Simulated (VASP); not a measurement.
CoO, 2 atoms in the cell. Symmetry: Fm-3m, No. 225, cubic system. Conventional cell: a = 4.263 Å, b = 4.263 Å, c = 4.263 Å, α = 90.00°, β = 90.00°, γ = 90.00°. Within 2.8 Å of Co (site symmetry m-3m) lie 6 O at 2.13 Å. Within 2.8 Å of O (site symmetry m-3m) lie 6 Co at 2.13 Å. 

- Program: VASP 6.6.1
- Task: single point
- Functional: PBE
- Potentials or basis: VASP PAW PBE potentials, release 64 (Co, O)
- Cutoff: 520 eV
- k mesh: 8 × 8 × 8
- Occupations: gaussian, width 0.05 eV
- Spin: collinear spin, ferromagnetic start
- Starting moments: [3.0, 0.0] μB
- Dipole correction: no
- Further INCAR settings: ALGO = Normal; EDIFF = 1e-07; NBANDS = 18

Potentials or basis: VASP PAW PBE potentials, release 64 (Co, O).

Run with:

```console
$ cat potpaw_PBE.64/Co/POTCAR potpaw_PBE.64/O/POTCAR > POTCAR
$ mpirun -np 1 vasp_std > vasp.out
```

Hardware: 1 thread of Intel(R) Xeon(R) 6975P-C (Granite Rapids), with other jobs on the host.

Q: How long does it take, and how much memory?

A: Run time: 11 s on 1 thread of Intel(R) Xeon(R) 6975P-C (Granite Rapids), on a shared host, peak memory 0.15 GiB. Counts: scf iterations 18, k points 29.
